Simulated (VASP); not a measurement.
# Sc5Al11N16 (P1) in VASP: further runs

The runs below take Sc5Al11N16 through single point, with PBE.

All numbers are computed with VASP 6.6.1; they aren't measurements. Logs are shortened: lines on timing, memory, paths and dates and some standing lists are left out, and cuts for length are marked.

**1. The cell of the first run**

The typed cell holds 32 atoms: a = 6.552 Å, b = 6.522 Å, c = 10.241 Å, α = 90.07°, β = 89.84°, γ = 120.07°.

**2. Single point, PBE**

INCAR

```
SYSTEM = Sc5Al11N16
PREC     = Accurate       ! precision mode
ENCUT    = 520            ! plane-wave cutoff, eV
EDIFF    = 1E-6           ! SCF threshold, eV
ISMEAR   = 0              ! smearing method
SIGMA    = 0.01           ! smearing width, eV
LREAL    = Auto         
LASPH    = .True.         ! aspherical terms in the spheres
NELM     = 60             ! most SCF steps
ALGO     = Normal         ! electronic algorithm
ISIF     = 2              ! what is computed and relaxed
LWAVE    = .False.        ! write WAVECAR
LCHARG   = .True.         ! write CHGCAR
GGA      = PE             ! functional
LELF     = .True.         ! ELF
LVHAR    = .True.       
NBANDS   = 106            ! bands
```

KPOINTS

```
Automatic mesh
0
Gamma
  4 4 3
  0 0 0
```

POSCAR

```
Sc5Al11N16
1.0
    6.5523274912      0.0046261431      0.0090319731
   -3.2721573882      5.6415627223     -0.0038745277
    0.0139550278      0.0011444223     10.2408755585
Al Sc N
11 5 16
Direct
    0.3372296428      0.1666008014      0.7559144935
    0.1710788617      0.8325589049     -0.0062602595
    0.3375084924      0.6704357853      0.2460429749
    0.3385872068      0.6722998467      0.7546671176
    0.6680452786      0.3287159537     -0.0059547567
    0.8270386711      0.1640506429      0.2496761096
    0.6661138705      0.3331600888      0.5051347658
    0.8266735069      0.1627407026      0.7500683384
    0.6626073954      0.8383098283     -0.0024520812
    0.6645904840      0.8325013364      0.5005216492
    0.8306640049      0.6670777399      0.7534770023
    0.1606321250      0.3342476143     -0.0079724007
    0.3410607013      0.1657846888      0.2420438372
    0.1669912137      0.3350997304      0.4982036744
    0.1686602728      0.8319875895      0.5039020240
    0.8314982908      0.6646131280      0.2413326058
    0.1552857653      0.3395789072      0.2005133429
    0.3526222644      0.1753517607      0.4459487690
    0.1670321687      0.3339239373      0.7096490853
    0.3436584631      0.1601894037      0.9438578900
    0.1753820922      0.8205707002      0.1815937023
    0.3541847979      0.6784239212      0.4335323251
    0.1656927596      0.8328019504      0.7083389894
    0.3457129286      0.6863797175      0.9385330401
    0.6810847311      0.3239963497      0.1783700846
    0.8115499701      0.1570878652      0.4400838743
    0.6672274766      0.3342951704      0.6951924499
    0.8112350018      0.1547670532      0.9340591132
    0.6577924734      0.8442190994      0.1843291541
    0.8161912189      0.6576802069      0.4483962967
    0.6655782060      0.8325960815      0.6911145286
    0.8307896634      0.6679534936      0.9441422602
```

Potentials or basis: VASP PAW PBE potentials, release 64 (Al, Sc_sv, N).

Started as:

```sh
> cat potpaw_PBE.64/Al/POTCAR potpaw_PBE.64/Sc_sv/POTCAR potpaw_PBE.64/N/POTCAR > POTCAR
> mpirun -np 1 vasp_std > vasp.out
```

OUTCAR:

```text
SYSTEM = Sc5Al11N16
   PREC = Accurate
   ENCUT = 520
   EDIFF = 1E-6
   ISMEAR = 0
   LREAL = Auto
   LASPH = .True.
   NELM = 60
   ISIF = 2
   GGA = PE

 ion  position               nearest neighbor table
   1  0.337  0.167  0.756-  20 1.93  23 1.95  27 1.97  19 1.97   2 3.08   5 3.08  12 3.10   7 3.17
                            15 3.20   8 3.22   4 3.23  11 3.25  14 3.27  11 3.29   4 3.29   8 3.33
   2  0.171  0.833  0.994-  24 1.90  20 1.92  21 1.93  32 2.00   4 3.07   1 3.08  11 3.13  13 3.16
                            16 3.18   3 3.19   9 3.20  12 3.22   5 3.24   5 3.29  12 3.31   9 3.35
   3  0.338  0.670  0.246-  21 1.89  22 1.92  29 1.92  17 1.93   9 3.14   2 3.19  14 3.20  10 3.20
                             6 3.21  13 3.22  12 3.22  15 3.23  16 3.26  16 3.30  13 3.30   6 3.32
   4  0.339  0.672  0.755-  24 1.88  23 1.95  31 1.96  19 1.96   2 3.07  12 3.09   9 3.10  15 3.18
                            10 3.19   8 3.20   1 3.23  11 3.24  14 3.24   1 3.29  11 3.31   8 3.34
   5  0.668  0.329  0.994-  25 1.89  28 1.90  20 1.91  32 1.98   1 3.08   8 3.10  11 3.12  13 3.14
                            16 3.16   9 3.18   6 3.20  12 3.21   2 3.24   2 3.29   9 3.34  12 3.34
   6  0.827  0.164  0.250-  25 1.88  29 1.93  17 1.93  26 1.95   9 3.17  10 3.18  13 3.19  14 3.20
                             5 3.20   3 3.21   7 3.21  12 3.24  16 3.25  16 3.27   3 3.32  13 3.36
   7  0.666  0.333  0.505-  18 1.88  30 1.92  26 1.94  27 1.95   8 3.13  11 3.17   1 3.17   6 3.21
                            15 3.26  10 3.26  10 3.26  13 3.27  15 3.27  14 3.28  14 3.28  16 3.29
   8  0.827  0.163  0.750-  28 1.89  27 1.96  31 1.96  19 1.97   5 3.10  12 3.12   9 3.13   7 3.13
                            10 3.16   4 3.20  14 3.22   1 3.22  11 3.25  11 3.28   1 3.33   4 3.34
   9  0.663  0.838  0.998-  24 1.90  28 1.90  29 1.91  32 1.99   4 3.10   8 3.13   3 3.14  11 3.15
[... 17 lines left out ...]
  19  0.167  0.334  0.710-   4 1.96   1 1.97   8 1.97  14 2.17
  20  0.344  0.160  0.944-   5 1.91   2 1.92   1 1.93  12 2.08
  21  0.175  0.821  0.182-   3 1.89   2 1.93  13 2.04  16 2.05
  22  0.354  0.678  0.434-  10 1.89   3 1.92  14 2.05  15 2.05
[... 8 lines left out ...]
  31  0.666  0.833  0.691-  10 1.95   8 1.96   4 1.96  11 1.98
  32  0.831  0.668  0.944-  11 1.95   5 1.98   9 1.99   2 2.00

  LATTYP: Found a triclinic cell.
 ALAT       =     6.5523353493
 B/A-ratio  =     0.9953442656
 C/A-ratio  =     1.5629366607
 COS(alpha) =     0.0011811063
 COS(beta)  =     0.0027411896
 COS(gamma) =     0.5011133358

  Lattice vectors:

 A1 = (  -6.5523274912,  -0.0046261431,  -0.0090319731)
 A2 = (  -3.2721573882,   5.6415627223,  -0.0038745277)
 A3 = (  -0.0139550278,  -0.0011444223, -10.2408755585)

Analysis of symmetry for initial positions (statically):
=====================================================================
 Subroutine PRICEL returns:
 Original cell was already a primitive cell.

 Routine SETGRP: Setting up the symmetry group for a
 triclinic supercell.

 Subroutine GETGRP returns: Found  1 space group operations
 (whereof  1 operations were pure point group operations)
 out of a pool of  2 trial point group operations.

The static configuration has the point symmetry C_1 .

Analysis of symmetry for dynamics (positions and initial velocities):
=====================================================================
 Subroutine PRICEL returns:
 Original cell was already a primitive cell.

 Routine SETGRP: Setting up the symmetry group for a
 triclinic supercell.

 Subroutine GETGRP returns: Found  1 space group operations
 (whereof  1 operations were pure point group operations)
 out of a pool of  2 trial point group operations.

The dynamic configuration has the point symmetry C_1 .

 Subroutine INISYM returns: Found  1 space group operations
 (whereof  1 operations are pure point group operations),
 and found     1 'primitive' translations

----------------------------------------------------------------------------------------

                                     Primitive cell

  volume of cell :     378.7120

  direct lattice vectors                    reciprocal lattice vectors
     6.552327491  0.004626143  0.009031973     0.152555353  0.088483334 -0.000217772
    -3.272157388  5.641562722 -0.003874528    -0.000125070  0.177183296 -0.000019630
     0.013955028  0.001144422 10.240875559    -0.000134594 -0.000011003  0.097648085

  length of vectors
     6.552335349  6.521829416 10.240885131     0.176358962  0.177183341  0.097648179

  position of ions in fractional coordinates (direct lattice)
     0.337229643  0.166600801  0.755914494
     0.171078862  0.832558905  0.993739740
     0.337508492  0.670435785  0.246042975
     0.338587207  0.672299847  0.754667118
     0.668045279  0.328715954  0.994045243
     0.827038671  0.164050643  0.249676110
[... 24 lines left out ...]
     0.665578206  0.832596082  0.691114529
     0.830789663  0.667953494  0.944142260

  ion indices of the primitive-cell ions
[... 50 lines left out ...]
     0.044089740  0.044295835  0.032549393

  Shift w.r.t. Gamma in fractional coordinates (k-lattice)
     0.000000000  0.000000000  0.000000000

 Subroutine IBZKPT returns following result:
 ===========================================

 Found     26 irreducible k-points:

 Following reciprocal coordinates:
            Coordinates               Weight
  0.000000  0.000000  0.000000      1.000000
  0.250000  0.000000  0.000000      2.000000
  0.500000  0.000000  0.000000      1.000000
 -0.000000  0.250000  0.000000      2.000000
  0.250000  0.250000  0.000000      2.000000
  0.500000  0.250000  0.000000      2.000000
[... 16 lines left out ...]
  0.000000 -0.250000  0.333333      2.000000
  0.250000 -0.250000  0.333333      2.000000
 [... further k-points ...]
   k-points           NKPTS =     26   k-points in BZ     NKDIM =     26   number of bands    NBANDS=    106
   number of dos      NEDOS =    301   number of ions     NIONS =     32
   total plane-waves  NPLWV = 200000
   dimension x,y,z NGX =    50 NGY =   50 NGZ =   80
   dimension x,y,z NGXF=   100 NGYF=  100 NGZF=  160
   ions per type =              11   5  16
   NGX,Y,Z   is equivalent  to a cutoff of  12.69, 12.75, 12.99 a.u.
   NGXF,Y,Z  is equivalent  to a cutoff of  25.37, 25.49, 25.97 a.u.
 SYSTEM =  Sc5Al11N16
   PREC   = accura    normal or accurate (medium, high low for compatibility)
   ISTART =      0    job   : 0-new  1-cont  2-samecut
   ICHARG =      2    charge: 1-file 2-atom 10-const
   ISPIN  =      1    spin polarized calculation?
   LNONCOLLINEAR =      F non collinear calculations
   LSORBIT =      F    spin-orbit coupling
   LASPH  =      T    aspherical Exc in radial PAW
   ENCUT  =  520.0 eV  38.22 Ry    6.18 a.u.  12.18 12.13 19.04*2*pi/ulx,y,z
   NELM   =     60;   NELMIN=  2; NELMDL= -5     # of ELM steps
   EDIFF  = 0.1E-05   stopping-criterion for ELM
   LREAL  =      T    real-space projection
   EDIFFG = 0.1E-04   stopping-criterion for IOM
   NSW    =      0    number of steps for IOM
   IBRION =     -1    ionic relax: 0-MD 1-quasi-New 2-CG
   NFREE  =      0    steps in history (QN), initial steepest desc. (CG)
   ISIF   =      2    stress and relaxation
   ISYM   =      2    0-nonsym 1-usesym 2-fastsym
   POTIM  = 0.5000    time-step for ionic-motion
   TEBEG  =    0.0;   TEEND  =   0.0 temperature during run
   PSTRESS=    0.0 pullay stress
   NELECT =     168.0000    total number of electrons
   NUPDOWN=      -1.0000    fix difference up-down
   EMIN   =  10.00;   EMAX   =-10.00  energy-range for DOS
   EFERMI =   0.00;   METHOD = LEGACY
   ISMEAR =     0;   SIGMA  =   0.01  broadening in eV -4-tet -1-fermi 0-gaus
   EFERMI_NEDOS =   21; number of points for ismear=-14 and -15
   IALGO  =     38    algorithm
   IMIX   =      4    mixing-type and parameters
     AMIX     =   0.40;   BMIX     =  1.00
     AMIX_MAG =   1.60;   BMIX_MAG =  1.00
  volume/ion in A,a.u.               =      11.83        79.86
  Fermi-wavevector in a.u.,A,eV,Ry     =   1.248557  2.359430 21.210034  1.558894
  Thomas-Fermi vector in A             =   2.382638
   LORBIT       =      0    0 simple, 1 ext, 2 COOP (PROOUT), +10 PAW based schemes
   GGA     = PE    functional components
   LHFCALC =     F    Hartree Fock is set to
   AEXX    =    0.0000 exact exchange contribution
   IVDW    =     0    specifies the selected vdW correction
   LEPSILON=     F    determine dielectric tensor
   LRPA    =     F    only Hartree local field effects (RPA)
 non-spin polarized calculation
 Gauss-broadening in eV      SIGMA  =   0.01
  energy-cutoff  :      520.00
  volume of cell :      378.71
 maximum number of plane-waves:     10218
 NGX is ok and might be reduce to    50
   NGX = 25   NGY = 25   NGZ = 39

 number of electron     167.9999997 magnetization

 Free energy of the ion-electron system (eV)
  ---------------------------------------------------
  ext. energy  EPLUGINS =         0.00000000
  ---------------------------------------------------
  free energy    TOTEN  =      -250.99766745 eV

  energy without entropy =     -250.99766745  energy(sigma->0) =     -250.99766745

 E-fermi :   4.8055     XC(G=0): -10.6910

 val. band max:        4.7035708348   @ k =   0.0000   0.0000   0.0000
 cond. band min:       8.1155414910   @ k =   0.0000   0.0000   0.0000
 fundamental gap:      3.4119706562
 Fermi energy:         4.8054854764

 k-point     1 :       0.0000    0.0000    0.0000
  band No.  band energies     occupation
      1     -42.3151      2.00000
      2     -42.2882      2.00000
      3     -42.1424      2.00000
      4     -42.1222      2.00000
      5     -42.0719      2.00000
      6     -21.2486      2.00000
[... 2365 lines left out ...]
     95       9.6766      0.00000
     96       9.7127      0.00000

 [... further k-points ...]

 [bands above 96 left out]

------------------------ aborting loop because EDIFF is reached ----------------------------------------

  FORCE on cell =-STRESS in cart. coord.  units (eV):
  Direction    XX          YY          ZZ          XY          YZ          ZX
  --------------------------------------------------------------------------------------
  -------------------------------------------------------------------------------------
  Total       -1.0761036     -1.0079494     -2.2355648      0.0100262      0.0235240     -0.0579117
  in kB       -4.5525588     -4.2642263     -9.4577702      0.0424166      0.0995205     -0.2450008
  external PRESSURE =      -6.0915184 kB  Pullay stress =       0.0000000 kB

 VOLUME and BASIS-vectors are now :
 -----------------------------------------------------------------------------
  energy-cutoff  :      520.00
  volume of cell :      378.71
      direct lattice vectors                 reciprocal lattice vectors
     6.552327491  0.004626143  0.009031973     0.152555353  0.088483334 -0.000217772
    -3.272157388  5.641562722 -0.003874528    -0.000125070  0.177183296 -0.000019630
     0.013955028  0.001144422 10.240875559    -0.000134594 -0.000011003  0.097648085

 POSITION                                       TOTAL-FORCE (eV/Angst)
 -----------------------------------------------------------------------------------
      1.67504      0.94231      7.74363        -0.001723      0.002577      0.003409
     -1.58943      4.69886     10.17508         0.002744     -0.000641      0.001670
      0.02113      3.78415      2.52015         0.001776     -0.002734     -0.001209
      0.02919      3.79525      7.72891         0.000033     -0.001340      0.002388
      3.31551      1.85870     10.18465         0.001040     -0.000744      0.001159
      4.88571      0.92961      2.56374        -0.001183     -0.003179     -0.001964
[... 24 lines left out ...]
      1.64635      4.70101      7.08040        -0.001170      0.000733     -0.003476
      3.27113      3.77323      9.67376        -0.001575     -0.000837     -0.003230
 -----------------------------------------------------------------------------------
    total drift:                                0.007722     -0.008299      0.004370

  FREE ENERGIE OF THE ION-ELECTRON SYSTEM (eV)
  ---------------------------------------------------
  free  energy   TOTEN  =      -250.9976674454 eV

  energy  without entropy=     -250.9976674454  energy(sigma->0) =     -250.99766745
```

It took 62 min on 1 thread of Oxide Virtual Turin-like, shared host; peak memory 0.85 GiB.

What came out:

```yaml
Free_energy: -250.9977 eV
Pressure: -0.6 GPa
Largest_force: 0.084 eV/Å
Band_gap_on_the_k_mesh: 3.41 eV
```

Forces in eV/Å, atoms in the order of the input:
```
Al  -0.002  0.003  0.003
Al   0.003 -0.001  0.002
Al   0.002 -0.003 -0.001
Al   0.000 -0.001  0.002
Al   0.001 -0.001  0.001
Al  -0.001 -0.003 -0.002
Al   0.003  0.001  0.000
Al  -0.002 -0.002  0.000
Al  -0.002  0.001  0.001
Al   0.002  0.002  0.000
Al   0.004  0.000  0.003
Sc   0.001 -0.005  0.006
Sc  -0.012  0.005 -0.001
Sc  -0.020 -0.003  0.016
Sc  -0.006 -0.013  0.004
Sc  -0.011  0.010  0.013
N   -0.055  0.031  0.035
N    0.066  0.038  0.019
N    0.001  0.001  0.039
N    0.053 -0.028 -0.019
N    0.060 -0.036 -0.041
N    0.060  0.036 -0.046
N    0.000  0.001  0.054
N    0.003  0.061 -0.017
N    0.063 -0.034 -0.043
N   -0.050 -0.029 -0.019
N    0.000  0.000 -0.005
N   -0.053 -0.030 -0.018
N   -0.051  0.030 -0.017
N   -0.054 -0.031  0.036
N   -0.001  0.001 -0.003
N   -0.002 -0.001 -0.003
```

A k mesh can miss the band edges.

**3. Single point, PBE**

This run uses another cell than the first one, of 11.72 Å³/atom.

INCAR

```
ALGO = Normal
EDIFF = 1E-7
ENCUT = 520
GGA = PE
ISIF = 2
ISMEAR = 0
LASPH = T
LCHARG = F
LREAL = Auto
LWAVE = F
NBANDS = 106
NELM = 80
PREC = Accurate
SIGMA = 0.01
```

KPOINTS

```
k-points
0
Gamma
  4 4 3
```

POSCAR

```
Sc5Al11N16
1.0
    6.5523274912      0.0046261431      0.0089421027
   -3.2721573882      5.6415627223     -0.0038359751
    0.0139550278      0.0011444223     10.1389762993
Al Sc N
11 5 16
Direct
    0.3373101368      0.1665669439      0.7555152173
    0.1709755419      0.8323397454     -0.0065372795
    0.3376342674      0.6703665953      0.2458810243
    0.3387629066      0.6724562292      0.7539279966
    0.6683324779      0.3287677920     -0.0063940818
    0.8269639250      0.1639403607      0.2497124837
    0.6661476829      0.3332503769      0.5046867120
    0.8265417166      0.1626051856      0.7492966724
    0.6625332694      0.8385003315     -0.0027148564
    0.6648053951      0.8323881335      0.5003085203
    0.8306376426      0.6671591678      0.7531201919
    0.1603650288      0.3343730848     -0.0090371407
    0.3411801456      0.1660316958      0.2405374998
    0.1670485685      0.3348672786      0.4971689464
    0.1685143125      0.8319982184      0.5026534840
    0.8312021269      0.6646547240      0.2402528738
    0.1549538435      0.3397340255      0.2011268287
    0.3530664591      0.1755129981      0.4459108395
    0.1670779525      0.3338370388      0.7102033226
    0.3436563662      0.1601133496      0.9449819668
    0.1753946409      0.8201967036      0.1826309541
    0.3545918616      0.6784468844      0.4344715697
    0.1656192020      0.8328646845      0.7086154673
    0.3458061371      0.6866680255      0.9390397061
    0.6816224868      0.3239133874      0.1789932767
    0.8112648909      0.1568487487      0.4410737646
    0.6671451077      0.3344458219      0.6958377250
    0.8109358993      0.1545813139      0.9344081865
    0.6575236925      0.8445485641      0.1850397820
    0.8158417777      0.6574661199      0.4485784327
    0.6657408175      0.8324403275      0.6916921741
    0.8308037202      0.6681161431      0.9450177396
```

Potentials or basis: VASP PAW PBE potentials, release 64 (Al, Sc_sv, N).

Started as:

```sh
> cat potpaw_PBE.64/Al/POTCAR potpaw_PBE.64/Sc_sv/POTCAR potpaw_PBE.64/N/POTCAR > POTCAR
> mpirun -np 1 vasp_std > vasp.out
```

Run time: 67 min. Hardware: 1 thread of Oxide Virtual Turin-like, shared host; peak memory 0.85 GiB.

Results (log left out):

| Item | Value |
| --- | --- |
| Free energy | -250.9913 eV |
| Pressure | 0.9 GPa |
| Largest force | 0.085 eV/Å |
| Band gap on the k mesh | 3.44 eV |

Forces on the atoms (eV/Å):
```
Al  -0.004  0.003  0.004
Al   0.001  0.000  0.003
Al   0.001 -0.002 -0.002
Al   0.000 -0.001  0.003
Al   0.001  0.000  0.001
Al   0.000 -0.002 -0.001
Al   0.003  0.002  0.004
Al  -0.001  0.000  0.000
Al  -0.001  0.000  0.000
Al   0.003  0.002 -0.001
Al   0.004  0.000  0.005
Sc   0.003 -0.004  0.004
Sc  -0.013  0.005 -0.003
Sc  -0.018 -0.003  0.015
Sc  -0.008 -0.013  0.003
Sc  -0.012  0.009  0.011
N   -0.057  0.031  0.035
N    0.068  0.039  0.020
N    0.000  0.001  0.038
N    0.053 -0.028 -0.020
N    0.061 -0.038 -0.041
N    0.062  0.037 -0.045
N    0.001  0.001  0.054
N    0.003  0.062 -0.018
N    0.065 -0.035 -0.042
N   -0.051 -0.029 -0.018
N    0.000  0.000 -0.005
N   -0.053 -0.031 -0.018
N   -0.052  0.030 -0.016
N   -0.056 -0.032  0.038
N   -0.001  0.000 -0.004
N   -0.001 -0.001 -0.004
```

Stress tensor (GPa, compression positive):
```
0.82 0.00 0.00
0.00 0.75 0.00
0.00 0.00 1.28
```

Levels at points of the mesh, in eV from the valence-band top:
```
           k point  band 80  band 81  band 82  band 83  band 84  band 85  band 86  band 87  band 88  band 89
(0.00, 0.00, 0.00)    -0.49    -0.36    -0.17    -0.11     0.00     3.44     3.81     3.85     4.01     4.10
(0.50, 0.00, 0.00)    -0.32    -0.26    -0.25    -0.21    -0.13     3.98     4.03     4.09     4.22     4.46
(0.00, 0.50, 0.00)    -0.35    -0.29    -0.28    -0.26    -0.07     3.86     3.98     4.13     4.20     4.26
(0.50, 0.50, 0.00)    -0.34    -0.28    -0.23    -0.22    -0.11     3.86     3.92     4.03     4.20     4.53
```

A k mesh can miss the band edges.
